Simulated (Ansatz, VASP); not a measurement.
# Two plane-wave programs on AlNi

The input INCAR:

```
SYSTEM = AlNi
ALGO = Fast
EDIFF = 1E-6
ENCUT = 520
GGA = PE
ISIF = 2
ISMEAR = 0
LASPH = .True.
LCHARG = .False.
LREAL = .False.
LWAVE = .False.
NBANDS = 14
NELM = 60
PREC = Accurate
SIGMA = 0.15
```

Contents of KPOINTS:

```
k-points
0
Gamma
  16 16 16
  0 0 0
```

The input POSCAR:

```
AlNi
1.0
    2.8927237805      0.0000000000      0.0000000000
    0.0000000000      2.8927237805      0.0000000000
    0.0000000000      0.0000000000      2.8927237805
Al Ni
1 1
Direct
   -0.0069138990      0.0000000000      0.0000000000
    0.5031783409      0.5000000000      0.5000000000
```

Input for Ansatz:

```yaml
crystal:
  lattice:
    - [2.8927237805, 0.0, 0.0]
    - [0.0, 2.8927237805, 0.0]
    - [0.0, 0.0, 2.8927237805]
  atoms:
    - { symbol: Al, position: [-0.006913899, 0.0, 0.0] }
    - { symbol: Ni, position: [0.5031783409, 0.5, 0.5] }
basis:
  ecutwfc: 520.0
kpoints:
  mp_grid: { grid: [16, 16, 16] }
hamiltonian:
  xc: pbe
  pseudopotentials: { kind: paw, azcp: { folder: soft_1 } }
scf:
  occupations: { method: gaussian, width: 0.15 }
output:
  forces: true
  stress: true
  eigenvalues: true
```

Change from the starting cell: mode 4 frozen in at -0.020 Å and mode 5 at +0.000 Å (largest displacements).

Alike in both runs: task single point; functional PBE; k mesh 16 × 16 × 16; occupations gaussian, width 0.15 eV; no spin polarisation.

|  | VASP | Ansatz |
| --- | --- | --- |
| version | VASP 6.6.1 | Ansatz 0.2.0 |
| potentials or method | VASP PAW PBE potentials, release 64 (Al, Ni), cutoff 520 eV | scalar-relativistic, plane waves, PAW |
| valence electrons in the cell | 13 | 21 |

Ansatz gave:

* gap on the k mesh at the Fermi level (eV): none
* pressure (GPa): 0.0
* rms of the force components (eV/Å): 0.095

Task: What did VASP give for the same quantities?

Result: gap on the k mesh at the Fermi level (eV): none; pressure (GPa): -0.1; rms of the force components (eV/Å): 0.096.

Atom by atom the forces differ by 0.001 eV/Å (rms over components). A gap of «none» marks a metal or a gap that the smearing closes. The functional is the same, so the differences come from potentials, cutoffs and numerics. VASP's potentials hold 13 valence electrons a cell and Ansatz's 21, so a difference there can come from the potentials and not from the codes.
